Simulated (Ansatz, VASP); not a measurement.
Two plane-wave programs on Al6Ru

```
Al Ru
1.0
     3.72665   -3.26763    0.00000
     3.72665    3.26763    0.00000
     0.00000    0.00000    8.94086
Al Ru
12 2
Direct
  0.31963 0.31963 0.00000
  0.68037 0.68037 0.50000
  0.68037 0.68037 0.00000
  0.31963 0.31963 0.50000
  0.85701 0.14299 0.09842
  0.14299 0.85701 0.59842
  0.85701 0.14299 0.40158
  0.14299 0.85701 0.90158
  0.02155 0.61789 0.25000
  0.97845 0.38211 0.75000
  0.38211 0.97845 0.25000
  0.61789 0.02155 0.75000
  0.53558 0.46442 0.25000
  0.46442 0.53558 0.75000
```

Alike in both runs: functional PBEsol; k mesh 8 × 8 × 4; occupations gaussian, width 0.1 eV; no spin polarisation.

Ansatz relaxed the structure, and its values are those at the end. VASP's run is a single point on that final structure, the one shown.

|  | VASP | Ansatz |
| --- | --- | --- |
| version | VASP 6.6.1 | Ansatz 0.2.0 |
| potentials or method | VASP PAW PBE potentials, release 64 (Al, Ru_pv), cutoff 520 eV | scalar-relativistic, plane waves, PAW |
| valence electrons in the cell | 64 | 68 |

Ansatz gave:

| Quantity | Value |
| --- | --- |
| gap on the k mesh at the Fermi level (eV) | none |
| pressure (GPa) | 0.0 |

Problem. Estimate VASP's values.

Solution. gap on the k mesh at the Fermi level (eV): none; pressure (GPa): 0.1.

VASP's potentials were made for PBE, not for PBEsol. A gap of «none» marks a metal or a gap that the smearing closes. With one functional, cell and mesh, what is left measures potentials, basis and numerics. VASP's potentials hold 64 valence electrons a cell and Ansatz's 68, so a difference there can come from the potentials and not from the codes.
